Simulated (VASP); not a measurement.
Wanted: the native input for a VASP 6.6.1 run.

```
Task                   : single point
Functional             : LDA
Potentials or basis    : VASP PAW LDA potentials, release 64 (Cr_pv, B)
Cutoff                 : 520 eV
k mesh                 : 12 × 12 × 6
Occupations            : gaussian, width 0.05 eV
Spin                   : collinear spin, ferromagnetic start
Starting moments       : [2.0, 2.0, 0.0, 0.0, 0.0, 0.0] μB
Dipole correction      : no
Further INCAR settings : ALGO = Normal; EDIFF = 1e-07; NBANDS = 31
```

The structure of CrB2 lies in POSCAR:

```
CrB2
1.0
    2.9456460660      0.0000000000      0.0000000000
   -1.4728230330      2.5510043237      0.0000000000
    0.0000000000      0.0000000000      5.7085228738
Cr B
2 4
Direct
    0.0000000000      0.0000000000      0.0000000000
    0.0000000000      0.0000000000      0.5000000000
    0.3333333333      0.6666666667      0.2500000000
    0.6666666667      0.3333333333      0.2500000000
    0.3333333333      0.6666666667      0.7500000000
    0.6666666667      0.3333333333      0.7500000000
```

These files were run (other wordings do the same):

INCAR

```
SYSTEM = CrB2
ALGO     = Normal         ! electronic algorithm
EDIFF    = 1E-7           ! SCF threshold, eV
ENCUT    = 520            ! plane-wave cutoff, eV
GGA      = CA             ! functional
ISIF     = 2              ! what is computed and relaxed
ISMEAR   = 0              ! smearing method
ISPIN    = 2              ! spin polarisation
LASPH    = .True.         ! aspherical terms in the spheres
LCHARG   = .True.         ! write CHGCAR
LELF     = .True.         ! ELF
LMAXMIX  = 4              ! l up to which the mixer works
LORBIT   = 11             ! projections on sites
LREAL    = .False.        ! projectors in reciprocal space
LVHAR    = .True.       
LWAVE    = .False.        ! write WAVECAR
MAGMOM   = 2 2 0 0 0 0    ! initial moments
NBANDS   = 31             ! bands
NELM     = 150            ! most SCF steps
PREC     = Accurate       ! precision mode
SIGMA    = 0.05           ! smearing width, eV
```

KPOINTS

```
k-points
0
Gamma
  12 12 6
  0 0 0
```

Potentials or basis: VASP PAW LDA potentials, release 64 (Cr_pv, B).

The run is started by

```bash
$ cat potpaw_LDA.64/Cr_pv/POTCAR potpaw_LDA.64/B/POTCAR > POTCAR
$ mpirun -np 1 vasp_std > vasp.out
```

It gave:

```json
{
 "Pressure": "0.7 GPa",
 "Net moment": "0.43 μB per cell",
 "Site moments": "Cr +0.21; B -0.00 μB",
 "Valence electrons inside the program's atomic spheres": "Cr 11.25; B 2.10"
}
```

It took 2.1 min on 1 thread of Intel Xeon 6975P-C, on a shared host, peak memory 0.26 GiB.
